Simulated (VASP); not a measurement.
# Rb3ScBe6 (Fm-3m) in VASP: a series of runs

Aim: see how the results for Rb3ScBe6 move with the level of theory and the settings. Levels: PBE, PBEsol. Tasks: single point.

Program: VASP 6.6.1. These are calculated values, not measurements. Logs are shortened: lines on timing, memory, paths and dates and some standing lists are left out, and cuts for length are marked.

### 1 The cell of the first run

The structure is cubic, space group Fm-3m (No. 225). Conventional cell: a = 9.377 Å, b = 9.377 Å, c = 9.377 Å, α = 90.00°, β = 90.00°, γ = 90.00°. Rb (site symmetry -43m) has 12 Be at 3.32 Å and 4 Rb at 4.06 Å and 4 Sc at 4.06 Å within 4.4 Å. Within 3.3 Å of Rb (site symmetry m-3m) lie 6 Be at 2.53 Å. Be (site symmetry 4mm) has 1 Sc at 2.16 Å and 1 Rb at 2.53 Å within 2.9 Å. Sc (site symmetry m-3m) has 6 Be at 2.16 Å within 2.9 Å.

### 2 Single point, PBE

Contents of INCAR:

```
PREC     = Accurate       # precision mode
ENCUT    = 520            # plane-wave cutoff, eV
EDIFF    = 1E-6           # SCF threshold, eV
ISMEAR   = 1              # smearing method
SIGMA    = 0.0598         # smearing width, eV
LREAL    = F              # projectors in reciprocal space
LASPH    = T              # aspherical terms in the spheres
NELM     = 60             # most SCF steps
ALGO     = Normal         # electronic algorithm
ISIF     = 2              # what is computed and relaxed
LWAVE    = F              # write WAVECAR
LCHARG   = F              # write CHGCAR
GGA      = PE             # functional
NBANDS   = 36             # bands
```

Contents of KPOINTS:

```
Automatic mesh
0
Gamma
  4 4 4
```

Contents of POSCAR:

```
Rb3ScBe6
1.0
    0.0000000000      4.6885660000      4.6885660000
    4.6885660000      0.0000000000      4.6885660000
    4.6885660000      4.6885660000      0.0000000000
Rb Be Sc
3 6 1
Direct
    0.2500000000      0.2500000000      0.2500000000
    0.7500000000      0.7500000000      0.7500000000
    0.5000000000      0.5000000000      0.5000000000
    0.2299000000      0.7701000000      0.7701000000
    0.7701000000      0.2299000000      0.7701000000
    0.7701000000      0.2299000000      0.2299000000
    0.2299000000      0.7701000000      0.2299000000
    0.7701000000      0.7701000000      0.2299000000
    0.2299000000      0.2299000000      0.7701000000
    0.0000000000      0.0000000000      0.0000000000
```

Potentials or basis: VASP PAW PBE potentials, release 64 (Rb_sv, Be, Sc_sv).

Launch:

```console
$ cat potpaw_PBE.64/Rb_sv/POTCAR potpaw_PBE.64/Be/POTCAR potpaw_PBE.64/Sc_sv/POTCAR > POTCAR
$ mpirun -np 1 vasp_std > vasp.out
```

OUTCAR:

```text
PREC = Accurate
   ENCUT = 520
   EDIFF = 1E-6
   ISMEAR = 1
   LREAL = F
   LASPH = T
   NELM = 60
   ISIF = 2
   GGA = PE

 ion  position               nearest neighbor table
   1  0.250  0.250  0.250-   5 3.32   6 3.32   8 3.32   4 3.32   7 3.32   8 3.32   4 3.32   5 3.32
                             9 3.32   6 3.32   7 3.32   9 3.32   3 4.06  10 4.06  10 4.06  10 4.06
   2  0.750  0.750  0.750-   4 3.32   5 3.32   8 3.32   6 3.32   7 3.32   8 3.32   5 3.32   6 3.32
                             9 3.32   4 3.32   7 3.32   9 3.32   3 4.06  10 4.06   3 4.06  10 4.06
   3  0.500  0.500  0.500-   4 2.53   5 2.53   6 2.53   7 2.53   8 2.53   9 2.53   1 4.06   1 4.06
                             1 4.06   2 4.06   1 4.06   2 4.06   2 4.06   2 4.06
   4  0.230  0.770  0.770-  10 2.16   3 2.53   2 3.32   2 3.32   1 3.32   1 3.32
   5  0.770  0.230  0.770-  10 2.16   3 2.53   2 3.32   2 3.32   1 3.32   1 3.32
   6  0.770  0.230  0.230-  10 2.16   3 2.53   1 3.32   2 3.32   2 3.32   1 3.32
   7  0.230  0.770  0.230-  10 2.16   3 2.53   1 3.32   2 3.32   2 3.32   1 3.32
   8  0.770  0.770  0.230-  10 2.16   3 2.53   2 3.32   2 3.32   1 3.32   1 3.32
   9  0.230  0.230  0.770-  10 2.16   3 2.53   1 3.32   2 3.32   2 3.32   1 3.32
  10  0.000  0.000  0.000-   4 2.16   5 2.16   6 2.16   7 2.16   8 2.16   9 2.16   2 4.06   2 4.06
                             1 4.06   2 4.06   2 4.06   1 4.06   1 4.06   1 4.06

  LATTYP: Found a face centered cubic cell.
 ALAT       =     9.3771320000

  Lattice vectors:

 A1 = (   0.0000000000,   4.6885660000,   4.6885660000)
 A2 = (   4.6885660000,   0.0000000000,   4.6885660000)
 A3 = (   4.6885660000,   4.6885660000,   0.0000000000)

Analysis of symmetry for initial positions (statically):
=====================================================================
 Subroutine PRICEL returns:
 Original cell was already a primitive cell.

 Routine SETGRP: Setting up the symmetry group for a
 face centered cubic supercell.

 Subroutine GETGRP returns: Found 48 space group operations
 (whereof 48 operations were pure point group operations)
 out of a pool of 48 trial point group operations.

The static configuration has the point symmetry O_h .

Analysis of symmetry for dynamics (positions and initial velocities):
=====================================================================
 Subroutine PRICEL returns:
 Original cell was already a primitive cell.

 Routine SETGRP: Setting up the symmetry group for a
 face centered cubic supercell.

 Subroutine GETGRP returns: Found 48 space group operations
 (whereof 48 operations were pure point group operations)
 out of a pool of 48 trial point group operations.

The dynamic configuration has the point symmetry O_h .

 Subroutine INISYM returns: Found 48 space group operations
 (whereof 48 operations are pure point group operations),
 and found     1 'primitive' translations

----------------------------------------------------------------------------------------

                                     Primitive cell

  volume of cell :     206.1342

  direct lattice vectors                    reciprocal lattice vectors
     0.000000000  4.688566000  4.688566000    -0.106642415  0.106642415  0.106642415
     4.688566000  0.000000000  4.688566000     0.106642415 -0.106642415  0.106642415
     4.688566000  4.688566000  0.000000000     0.106642415  0.106642415 -0.106642415

  length of vectors
     6.630633625  6.630633625  6.630633625     0.184710081  0.184710081  0.184710081

  position of ions in fractional coordinates (direct lattice)
     0.250000000  0.250000000  0.250000000
     0.750000000  0.750000000  0.750000000
     0.500000000  0.500000000  0.500000000
     0.229900000  0.770100000  0.770100000
     0.770100000  0.229900000  0.770100000
     0.770100000  0.229900000  0.229900000
     0.229900000  0.770100000  0.229900000
     0.770100000  0.770100000  0.229900000
     0.229900000  0.229900000  0.770100000
     0.000000000  0.000000000  0.000000000

  ion indices of the primitive-cell ions
   primitive index   ion index
                 1           1
                 2           2
                 3           3
                 4           4
                 5           5
                 6           6
                 7           7
                 8           8
                 9           9
                10          10

----------------------------------------------------------------------------------------

 KPOINTS: Automatic mesh

Automatic generation of k-mesh.
 Grid dimensions read from file:
 generate k-points for:    4    4    4

 Generating k-lattice:

  Cartesian coordinates                     Fractional coordinates (reciprocal lattice)
    -0.026660604  0.026660604  0.026660604     0.250000000  0.000000000  0.000000000
     0.026660604 -0.026660604  0.026660604     0.000000000  0.250000000  0.000000000
     0.026660604  0.026660604 -0.026660604     0.000000000  0.000000000  0.250000000

  Length of vectors
     0.046177520  0.046177520  0.046177520

  Shift w.r.t. Gamma in fractional coordinates (k-lattice)
     0.000000000  0.000000000  0.000000000

 Subroutine IBZKPT returns following result:
 ===========================================

 Found      8 irreducible k-points:

 Following reciprocal coordinates:
            Coordinates               Weight
  0.000000  0.000000  0.000000      1.000000
  0.250000  0.000000  0.000000      8.000000
  0.500000  0.000000  0.000000      4.000000
  0.250000  0.250000  0.000000      6.000000
  0.500000  0.250000  0.000000     24.000000
 -0.250000  0.250000  0.000000     12.000000
  0.500000  0.500000  0.000000      3.000000
 -0.250000  0.500000  0.250000      6.000000
   k-points           NKPTS =      8   k-points in BZ     NKDIM =      8   number of bands    NBANDS=     36
   number of dos      NEDOS =    301   number of ions     NIONS =     10
   total plane-waves  NPLWV = 125000
   dimension x,y,z NGX =    50 NGY =   50 NGZ =   50
   dimension x,y,z NGXF=   100 NGYF=  100 NGZF=  100
   ions per type =               3   6   1
   NGX,Y,Z   is equivalent  to a cutoff of  12.54, 12.54, 12.54 a.u.
   NGXF,Y,Z  is equivalent  to a cutoff of  25.07, 25.07, 25.07 a.u.
 SYSTEM =  unknown system
   PREC   = accura    normal or accurate (medium, high low for compatibility)
   ISTART =      0    job   : 0-new  1-cont  2-samecut
   ICHARG =      2    charge: 1-file 2-atom 10-const
   ISPIN  =      1    spin polarized calculation?
   LNONCOLLINEAR =      F non collinear calculations
   LSORBIT =      F    spin-orbit coupling
   LASPH  =      T    aspherical Exc in radial PAW
   ENCUT  =  520.0 eV  38.22 Ry    6.18 a.u.  12.33 12.33 12.33*2*pi/ulx,y,z
   NELM   =     60;   NELMIN=  2; NELMDL= -5     # of ELM steps
   EDIFF  = 0.1E-05   stopping-criterion for ELM
   LREAL  =      F    real-space projection
   EDIFFG = 0.1E-04   stopping-criterion for IOM
   NSW    =      0    number of steps for IOM
   IBRION =     -1    ionic relax: 0-MD 1-quasi-New 2-CG
   NFREE  =      0    steps in history (QN), initial steepest desc. (CG)
   ISIF   =      2    stress and relaxation
   ISYM   =      2    0-nonsym 1-usesym 2-fastsym
   POTIM  = 0.5000    time-step for ionic-motion
   TEBEG  =    0.0;   TEEND  =   0.0 temperature during run
   PSTRESS=    0.0 pullay stress
   NELECT =      50.0000    total number of electrons
   NUPDOWN=      -1.0000    fix difference up-down
   EMIN   =  10.00;   EMAX   =-10.00  energy-range for DOS
   EFERMI =   0.00;   METHOD = LEGACY
   ISMEAR =     1;   SIGMA  =   0.06  broadening in eV -4-tet -1-fermi 0-gaus
   EFERMI_NEDOS =   21; number of points for ismear=-14 and -15
   IALGO  =     38    algorithm
   IMIX   =      4    mixing-type and parameters
     AMIX     =   0.40;   BMIX     =  1.00
     AMIX_MAG =   1.60;   BMIX_MAG =  1.00
  volume/ion in A,a.u.               =      20.61       139.11
  Fermi-wavevector in a.u.,A,eV,Ry     =   1.020974  1.929362 14.182556  1.042388
  Thomas-Fermi vector in A             =   2.154573
   LORBIT       =      0    0 simple, 1 ext, 2 COOP (PROOUT), +10 PAW based schemes
   GGA     = PE    functional components
   LHFCALC =     F    Hartree Fock is set to
   AEXX    =    0.0000 exact exchange contribution
   IVDW    =     0    specifies the selected vdW correction
   LEPSILON=     F    determine dielectric tensor
   LRPA    =     F    only Hartree local field effects (RPA)
 non-spin polarized calculation
 Methfessel and Paxton  Order N= 1 SIGMA  =   0.06
  energy-cutoff  :      520.00
  volume of cell :      206.13
 maximum number of plane-waves:      5577
 NGX is ok and might be reduce to    50
   NGX = 25   NGY = 25   NGZ = 25

 number of electron      50.0000001 magnetization

 Free energy of the ion-electron system (eV)
  ---------------------------------------------------
  ext. energy  EPLUGINS =         0.00000000
  ---------------------------------------------------
  free energy    TOTEN  =       -11.26247255 eV

  energy without entropy =      -11.26155775  energy(sigma->0) =      -11.26216762

 E-fermi :   2.1988     XC(G=0):  -8.8032

 val. band max:        2.1727009350   @ k =   0.5000   0.5000   0.0000
 cond. band min:       2.2056193453   @ k =  -0.2500   0.5000   0.2500
 fundamental gap:      0.0329184103
 Fermi energy:         2.1987872707

 k-point     1 :       0.0000    0.0000    0.0000
  band No.  band energies     occupation
      1     -45.2780      2.00000
      2     -26.5397      2.00000
      3     -24.1866      2.00000
      4     -24.1866      2.00000
      5     -24.1866      2.00000
      6     -23.8663      2.00000
[... 28 lines left out ...]
     35       5.8118      0.00000
     36       5.8118      0.00000
[... 242 lines left out ...]
      6     -23.8582      2.00000
[... 28 lines left out ...]
     35       5.6810      0.00000
     36       5.7225      0.00000

------------------------ aborting loop because EDIFF is reached ----------------------------------------

  FORCE on cell =-STRESS in cart. coord.  units (eV):
  Direction    XX          YY          ZZ          XY          YZ          ZX
  --------------------------------------------------------------------------------------
  -------------------------------------------------------------------------------------
  Total       18.8168123     18.8168123     18.8168123     -0.0000000      0.0000000     -0.0000000
  in kB      146.2535910    146.2535910    146.2535910     -0.0000000      0.0000000     -0.0000000
  external PRESSURE =     146.2535910 kB  Pullay stress =       0.0000000 kB

 VOLUME and BASIS-vectors are now :
 -----------------------------------------------------------------------------
  energy-cutoff  :      520.00
  volume of cell :      206.13
      direct lattice vectors                 reciprocal lattice vectors
     0.000000000  4.688566000  4.688566000    -0.106642415  0.106642415  0.106642415
     4.688566000  0.000000000  4.688566000     0.106642415 -0.106642415  0.106642415
     4.688566000  4.688566000  0.000000000     0.106642415  0.106642415 -0.106642415

 POSITION                                       TOTAL-FORCE (eV/Angst)
 -----------------------------------------------------------------------------------
      2.34428      2.34428      2.34428        -0.000000      0.000000     -0.000000
      7.03285      7.03285      7.03285        -0.000000      0.000000     -0.000000
      4.68857      4.68857      4.68857        -0.000000      0.000000     -0.000000
      7.22133      4.68857      4.68857         0.477380      0.000000     -0.000000
      4.68857      7.22133      4.68857        -0.000000      0.477380     -0.000000
      2.15580      4.68857      4.68857        -0.477380      0.000000     -0.000000
      4.68857      2.15580      4.68857        -0.000000     -0.477380     -0.000000
      4.68857      4.68857      7.22133        -0.000000      0.000000      0.477380
      4.68857      4.68857      2.15580        -0.000000      0.000000     -0.477380
      0.00000      0.00000      0.00000        -0.000000      0.000000     -0.000000
 -----------------------------------------------------------------------------------
    total drift:                                0.000000     -0.000000     -0.000000

  FREE ENERGIE OF THE ION-ELECTRON SYSTEM (eV)
  ---------------------------------------------------
  free  energy   TOTEN  =       -11.2624725467 eV

  energy  without entropy=      -11.2615577544  energy(sigma->0) =      -11.26216762
```

Run time: 96 s. Hardware: 1 thread of Intel Xeon Platinum 8375C at 2.90GHz (Ice Lake), shared host; peak memory 0.37 GiB.

What came out:

```yaml
Free_energy: -11.2625 eV
Pressure: 14.6 GPa
Largest_force: 0.477 eV/Å
Band_gap_on_the_k_mesh: zero (bands 25 and 26 overlap by 0.69 eV)
```

Forces on the atoms (eV/Å):
```
Rb   0.000  0.000  0.000
Rb   0.000  0.000  0.000
Rb   0.000  0.000  0.000
Be   0.477  0.000  0.000
Be   0.000  0.477  0.000
Be  -0.477  0.000  0.000
Be   0.000 -0.477  0.000
Be   0.000  0.000  0.477
Be   0.000  0.000 -0.477
Sc   0.000  0.000  0.000
```

Levels at points of the mesh, in eV from the Fermi level:
```csv
k point,band 21,band 22,band 23,band 24,band 25,band 26,band 27,band 28,band 29,band 30
"(0.00, 0.00, 0.00)",-1.38,-1.38,-0.90,-0.90,-0.90,-0.69,0.75,0.75,1.47,1.47
"(0.50, 0.00, 0.00)",-1.04,-1.04,-0.96,-0.47,-0.29,-0.29,0.58,0.58,1.30,1.30
"(0.50, 0.50, 0.00)",-1.41,-1.41,-1.10,-0.03,-0.03,0.35,0.53,0.73,1.33,1.33
```

Caveat: the cell stands under pressure.

(Part 1 of 2 ends here.)

The gap in the log of VASP goes by the Fermi energy; the results here count the filled bands.